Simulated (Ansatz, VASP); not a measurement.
**Al: VASP beside Ansatz**

Contents of INCAR:

```
  ALGO = Normal
  EDIFF = 1E-6
  ENCUT = 520
  GGA = RP
  ISIF = 2
  ISMEAR = -1
  LASPH = True
  LCHARG = True
  LELF = True
  LREAL = False
  LVHAR = True
  LWAVE = False
  NBANDS = 8
  NELM = 80
  PREC = Accurate
  SIGMA = 0.1
```

Contents of KPOINTS:

```
k-points
0
Gamma
  15 15 15
```

The input POSCAR:

```
Al
1.0
   -1.6284396167      1.6284396167      1.6284396167
    1.6284396167     -1.6284396167      1.6284396167
    1.6284396167      1.6284396167     -1.6284396167
Al
1
Direct
    0.0000000000      0.0000000000      0.0000000000
```

Input for Ansatz:

```yaml
crystal:
  lattice:
    - [-1.6284396167, 1.6284396167, 1.6284396167]
    - [1.6284396167, -1.6284396167, 1.6284396167]
    - [1.6284396167, 1.6284396167, -1.6284396167]
  atoms:
    - { symbol: Al, position: [0.0, 0.0, 0.0] }
hamiltonian:
  xc: rpbe
  pseudopotentials:
    kind: paw
    azcp:
      Al: "pseudopotentials/Al.paw.azcp"
basis:
  ecutwfc: 420
  fft_grid_basis: typed
kpoints:
  mp_grid: { grid: [15, 15, 15], shift: [0, 0, 0] }
magnetization:
  spin_polarized: false
scf:
  occupations: { method: fermi_dirac, width: 0.1 }
  lower_state_search: "off"
output:
  stress: true
```

Alike in both runs: task single point; functional RPBE; k mesh 15 × 15 × 15; occupations fermi-dirac, width 0.1 eV; no spin polarisation.

|  | VASP | Ansatz |
| --- | --- | --- |
| version | VASP 6.6.1 | Ansatz 0.2.0 |
| potentials or method | VASP PAW PBE potentials, release 64 (Al), cutoff 520 eV | plane waves (420 eV) with PAW, scalar-relativistic |
| valence electrons in the cell | 3 | 3 |

```csv
,VASP,Ansatz,Ansatz less VASP
pressure (GPa),-0.3,-0.1,+0.16
```

VASP's potentials were made for PBE, not for RPBE.
